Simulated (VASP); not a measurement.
A run of VASP 6.6.1 is set up as follows.

INCAR

```
  PREC = Accurate
  ENCUT = 520
  EDIFF = 1E-7
  ISMEAR = -1
  SIGMA = 0.3
  LREAL = False
  LASPH = True
  NELM = 80
  ALGO = Normal
  ISIF = 2
  LWAVE = False
  LCHARG = False
  GGA = PE
  NBANDS = 10
```

The input KPOINTS:

```
Automatic mesh
0
Gamma
  9 9 9
```

Contents of POSCAR:

```
K
1.0
   -2.6417142217      2.6417142217      2.6417142217
    2.6417142217     -2.6417142217      2.6417142217
    2.6417142217      2.6417142217     -2.6417142217
K
1
Direct
    0.0000000000      0.0000000000      0.0000000000
```

Potentials or basis: VASP PAW PBE potentials, release 64 (K_sv).

Command:

```sh
$ cat potpaw_PBE.64/K_sv/POTCAR > POTCAR
$ mpirun -np 1 vasp_std > vasp.out
```

(1) Estimate the pressure.

## Answers

(1) 0.1 GPa.
